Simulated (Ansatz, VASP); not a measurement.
## One calculation of SnTe, two programs

Contents of INCAR:

```
PREC     = Accurate       # precision mode
ENCUT    = 520            # plane-wave cutoff, eV
EDIFF    = 1E-6           # SCF threshold, eV
ISMEAR   = 0              # smearing method
SIGMA    = 0.03           # smearing width, eV
LREAL    = F              # projectors in reciprocal space
LASPH    = T              # aspherical terms in the spheres
NELM     = 100            # most SCF steps
ALGO     = Normal         # electronic algorithm
ISIF     = 2              # what is computed and relaxed
LWAVE    = F              # write WAVECAR
LCHARG   = F              # write CHGCAR
GGA      = PS             # functional
NBANDS   = 17             # bands
```

KPOINTS

```
Automatic mesh
0
Gamma
  10 10 10
```

The input POSCAR:

```
SnTe
1.0
    1.2342304804      3.8790100813      3.8790100813
    3.8790100813      1.2342304804      3.8790100813
    3.8790100813      3.8790100813      1.2342304804
Sn Te
1 1
Direct
    0.0000000000      0.0000000000      0.0000000000
    0.5000000000      0.5000000000      0.5000000000
```

Input for Ansatz:

```yaml
crystal:
  lattice:
    - [1.2342304804, 3.8790100813, 3.8790100813]
    - [3.8790100813, 1.2342304804, 3.8790100813]
    - [3.8790100813, 3.8790100813, 1.2342304804]
  atoms:
    - { symbol: Sn, position: [0.0, 0.0, 0.0] }
    - { symbol: Te, position: [0.5, 0.5, 0.5] }
basis:
  ecutwfc: 420
kpoints:
  mp_grid: { grid: [10, 10, 10] }
hamiltonian:
  xc: pbesol
scf:
  occupations: { method: gaussian, width: 0.03 }
output:
  forces: true
  stress: true
  eigenvalues: true
```

Alike in both runs: task single point; functional PBEsol; k mesh 10 × 10 × 10; occupations gaussian, width 0.03 eV; no spin polarisation.

|  | VASP | Ansatz |
| --- | --- | --- |
| version | VASP 6.6.1 | Ansatz 0.2.0 |
| potentials or method | VASP PAW PBE potentials, release 64 (Sn_d, Te), cutoff 520 eV | scalar-relativistic, plane waves, PAW |
| valence electrons in the cell | 20 | 30 |

|  | VASP | Ansatz | Ansatz less VASP |
| --- | --- | --- | --- |
| gap on the k mesh at the Fermi level (eV) | none | none | - |
| pressure (GPa) | -4.6 | -4.6 | +0.02 |
| traceless stress, the component that is largest in VASP (GPa) | -1.60 | -1.61 | -0.008 |

VASP's potentials were made for PBE, not for PBEsol. A gap of «none» marks a metal or a gap that the smearing closes. The functional is the same, so the differences come from potentials, cutoffs and numerics. VASP's potentials hold 20 valence electrons a cell and Ansatz's 30, so a difference there can come from the potentials and not from the codes.

Neither program's run includes spin-orbit coupling.
